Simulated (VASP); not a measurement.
# GaP (F-43m) in VASP: settings compared, part 2 of 2

VASP 6.6.1.

**4. Single point, HSE06**

Input file POSCAR:

```
GaP
1.0
    0.0000000000      2.7254101930      2.7254101930
    2.7254101930      0.0000000000      2.7254101930
    2.7254101930      2.7254101930      0.0000000000
Ga P
1 1
Direct
    0.0000000000      0.0000000000      0.0000000000
    0.2500000000      0.2500000000      0.2500000000
```

Input file INCAR.step1:

```
  ALGO = Normal
  EDIFF = 1E-5
  ENCUT = 520
  GGA = PE
  ISIF = 2
  ISMEAR = 0
  LASPH = T
  LCHARG = F
  LREAL = F
  LWAVE = T
  NBANDS = 16
  NELM = 80
  PREC = Accurate
  SIGMA = 0.05
```

Input file INCAR.step2:

```
  ALGO = Normal
  EDIFF = 1E-6
  ENCUT = 520
  GGA = PE
  HFSCREEN = 0.2079
  ISIF = 2
  ISMEAR = 0
  ISTART = 1
  LASPH = T
  LCHARG = F
  LHFCALC = T
  LREAL = F
  LWAVE = F
  NBANDS = 16
  NELM = 80
  PREC = Accurate
  PRECFOCK = Normal
  SIGMA = 0.05
```

Input file KPOINTS:

```
k-points
0
Gamma
  4 4 4
```

Potentials or basis: VASP PAW PBE potentials, release 64 (Ga_d, P).

On the command line:

```bash
cat potpaw_PBE.64/Ga_d/POTCAR potpaw_PBE.64/P/POTCAR > POTCAR
cp INCAR.step1 INCAR
mpirun -np 1 vasp_std > vasp.out
cp INCAR.step2 INCAR
mpirun -np 1 vasp_std > vasp.out
```

OUTCAR:

```text
EDIFF = 1E-6
   ENCUT = 520
   GGA = PE
   HFSCREEN = 0.2079
   ISIF = 2
   ISMEAR = 0
   ISTART = 1
   LASPH = T
   LHFCALC = T
   LREAL = F
   NELM = 80
   PREC = Accurate
   PRECFOCK = Normal

 ion  position               nearest neighbor table
   1  0.000  0.000  0.000-   2 2.36   2 2.36   2 2.36   2 2.36
   2  0.250  0.250  0.250-   1 2.36   1 2.36   1 2.36   1 2.36

  LATTYP: Found a face centered cubic cell.
 ALAT       =     5.4508203860

  Lattice vectors:

 A1 = (   0.0000000000,   2.7254101930,   2.7254101930)
 A2 = (   2.7254101930,   0.0000000000,   2.7254101930)
 A3 = (   2.7254101930,   2.7254101930,   0.0000000000)

Analysis of symmetry for initial positions (statically):
=====================================================================
 Subroutine PRICEL returns:
 Original cell was already a primitive cell.

 Routine SETGRP: Setting up the symmetry group for a
 face centered cubic supercell.

 Subroutine GETGRP returns: Found 24 space group operations
 (whereof 24 operations were pure point group operations)
 out of a pool of 48 trial point group operations.

The static configuration has the point symmetry T_d .

Analysis of symmetry for dynamics (positions and initial velocities):
=====================================================================
 Subroutine PRICEL returns:
 Original cell was already a primitive cell.

 Routine SETGRP: Setting up the symmetry group for a
 face centered cubic supercell.

 Subroutine GETGRP returns: Found 24 space group operations
 (whereof 24 operations were pure point group operations)
 out of a pool of 48 trial point group operations.
[... 104 lines left out ...]
     AMIX_MAG =   1.60;   BMIX_MAG =  1.00
  volume/ion in A,a.u.               =      20.24       136.61
  Fermi-wavevector in a.u.,A,eV,Ry     =   1.249464  2.361145 21.240880  1.561161
  Thomas-Fermi vector in A             =   2.383503
   LORBIT       =      0    0 simple, 1 ext, 2 COOP (PROOUT), +10 PAW based schemes
   GGA     = PE    functional components
   LHFCALC =     T    Hartree Fock is set to
   PRECFOCK=normal    Normal, Fast or Accurate (Low or Medium for compatibility)
   ENCUT4O =  -1.0   cutoff for four orbital integrals eV
   NKREDX  =     1    reduce k-point grid by
   NKREDY  =     1    reduce k-point grid by
   NKREDZ  =     1    reduce k-point grid by
   AEXX    =    0.2500 exact exchange contribution
   HFSCREEN=    0.2079 screening length (either q_TF or 0.3 A-1)
   HFSCREENC=   0.2079 screening length for correlation (either q_TF or 0.3 A-1)
   ENCUTFOCK=  -1.0 apply spherical cutoff to Coloumb kernel
   IVDW    =     0    specifies the selected vdW correction
   LEPSILON=     F    determine dielectric tensor
   LRPA    =     F    only Hartree local field effects (RPA)
 non-spin polarized calculation
 Gauss-broadening in eV      SIGMA  =   0.05
  energy-cutoff  :      520.00
  volume of cell :       40.49
 maximum number of plane-waves:      1106
 NGX is ok and might be reduce to    30
  NGX = 24; NGY = 24; NGZ = 24

 number of electron      17.9999989 magnetization

 Free energy of the ion-electron system (eV)
  ---------------------------------------------------
  ext. energy  EPLUGINS =         0.00000000
  ---------------------------------------------------
  free energy    TOTEN  =       -10.66791829 eV

  energy without entropy =      -10.66791829  energy(sigma->0) =      -10.66791829

 E-fermi :   4.4575     XC(G=0):  -8.1400

 val. band max:        4.2271805046   @ k =   0.0000   0.0000   0.0000
 cond. band min:       6.5355065332   @ k =   0.5000   0.5000   0.0000
 fundamental gap:      2.3083260286
 Fermi energy:         4.4574552811

 k-point     1 :       0.0000    0.0000    0.0000
  band No.  band energies     occupation
      1     -12.8407      2.00000
      2     -12.8407      2.00000
      3     -12.8407      2.00000
      4     -12.7397      2.00000
      5     -12.7397      2.00000
      6      -9.5305      2.00000
[... 129 lines left out ...]
      3     -12.7846      2.00000
      4     -12.7543      2.00000
      5     -12.7320      2.00000
      6      -6.2276      2.00000
[... 8 lines left out ...]
     15      17.5289      0.00000
     16      19.4433      0.00000

------------------------ aborting loop because EDIFF is reached ----------------------------------------

  FORCE on cell =-STRESS in cart. coord.  units (eV):
  Direction    XX          YY          ZZ          XY          YZ          ZX
  --------------------------------------------------------------------------------------
  -------------------------------------------------------------------------------------
  Total        0.2419793      0.2419793      0.2419793      0.0000000      0.0000000      0.0000000
  in kB        9.5755378      9.5755378      9.5755378      0.0000000      0.0000000      0.0000000
  external PRESSURE =       9.5755378 kB  Pullay stress =       0.0000000 kB

 VOLUME and BASIS-vectors are now :
 -----------------------------------------------------------------------------
  energy-cutoff  :      520.00
  volume of cell :       40.49
      direct lattice vectors                 reciprocal lattice vectors
     0.000000000  2.725410193  2.725410193    -0.183458623  0.183458623  0.183458623
     2.725410193  0.000000000  2.725410193     0.183458623 -0.183458623  0.183458623
     2.725410193  2.725410193  0.000000000     0.183458623  0.183458623 -0.183458623

 POSITION                                       TOTAL-FORCE (eV/Angst)
 -----------------------------------------------------------------------------------
      0.00000      0.00000      0.00000        -0.000000     -0.000000     -0.000000
      1.36271      1.36271      1.36271         0.000000      0.000000      0.000000
 -----------------------------------------------------------------------------------
    total drift:                               -0.000060     -0.000070     -0.000051

  FREE ENERGIE OF THE ION-ELECTRON SYSTEM (eV)
  ---------------------------------------------------
  free  energy   TOTEN  =       -10.6679182931 eV

  energy  without entropy=      -10.6679182931  energy(sigma->0) =      -10.66791829
```

OUTCAR.step1:

```text
EDIFF = 1E-5
   ENCUT = 520
   GGA = PE
   ISIF = 2
   ISMEAR = 0
[... 355 lines left out ...]
 -----------------------------------------------------------------------------------
      0.00000      0.00000      0.00000         0.000000     -0.000000      0.000000
      1.36271      1.36271      1.36271        -0.000000      0.000000     -0.000000
 -----------------------------------------------------------------------------------
    total drift:                                0.000002      0.000002      0.000002

  FREE ENERGIE OF THE ION-ELECTRON SYSTEM (eV)
  ---------------------------------------------------
  free  energy   TOTEN  =        -8.9762071180 eV

  energy  without entropy=       -8.9762071180  energy(sigma->0) =       -8.97620712
```

It took 8.5 min on 1 thread of Intel Xeon 8259CL, shared host; peak memory 0.28 GiB.

Results:

| Property | Result |
| --- | --- |
| Free energy | -10.6679 eV |
| Pressure | 1.0 GPa |
| Band gap on the k mesh | 2.31 eV (least direct gap 2.84 eV) |

Caveat: the k points lie up to 0.50 Å⁻¹ apart; the PAW data sets were made with another functional, which shifts forces and pressure a little. A k mesh can miss the band edges.

**5. Overview**

| level | smearing | share of exact exchange | screening parameter | gap on the mesh (eV) | pressure (GPa) |
| --- | --- | --- | --- | --- | --- |
| PBE-based screened hybrid with 50 % exact exchange | gaussian 0.01 eV | 0.5 | 0.2078 1/Å | 3.04 | -0.8 |
| PBE-based screened hybrid with 50 % exact exchange | gaussian 0.01 eV | 0.5 | 0.1 1/Å | 3.71 | -1.4 |
| HSE06 | gaussian 0.05 eV | 0.25 | 0.2079 1/Å | 2.31 | 1.0 |

Alike in all rows: task single point; potentials or basis VASP PAW PBE potentials, release 64 (Ga_d, P); no spin polarisation; cell as given; k mesh 4 × 4 × 4; cutoff (eV) 520.

Caveats: all runs use coarse meshes; the PAW data sets were made with another functional, which shifts forces and pressure a little.

Absolute energies hang on the potentials; compare differences alone.
